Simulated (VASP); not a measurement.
The system is Ti.

```
Ti
1.0
     0.00000    2.03000    2.03000
     2.03000    0.00000    2.03000
     2.03000    2.03000    0.00000
Ti
1
Cartesian
  0.0000 0.0000 0.0000
```

Base run:

| Item | Value |
| --- | --- |
| Program | VASP 6.6.1 |
| Functional | r2SCAN |
| Potentials or basis | VASP PAW PBE potentials, release 64 (Ti_sv) |
| Cutoff | 520 eV |
| k mesh | 11 × 11 × 11 |
| Occupations | fermi-dirac, width 0.05 eV |
| Spin | no spin polarisation |

Its results: band gap on the k mesh zero (band 6 reaches 9.67 eV, above the bottom of band 7 at 8.34 eV); pressure 4.7 GPa.

Q: After a change of settings the same cell gave: band gap on the k mesh zero (band 6 reaches 10.41 eV, above the bottom of band 7 at 8.52 eV); pressure 5.5 GPa. Which change was it?
A. functional from r2SCAN to PBEsol; occupations from fermi-dirac, width 0.05 eV to fermi-dirac, width 0.01 eV
B. functional from r2SCAN to PBE; further incar settings from ALGO = Normal; EDIFF = 1e-07; NBANDS = 12 to ALGO = Fast; EDIFF = 1e-06; NBANDS = 12
C. functional from r2SCAN to B3LYP; k mesh from 11 × 11 × 11 to 6 × 6 × 6
D. functional from r2SCAN to RPBE; further incar settings from ALGO = Normal; EDIFF = 1e-07; NBANDS = 12 to ALGO = Fast; EDIFF = 1e-07; NBANDS = 12

A: C.

Caveats: some runs use coarse meshes; the PAW data sets were made with another functional, which shifts forces and pressure a little.
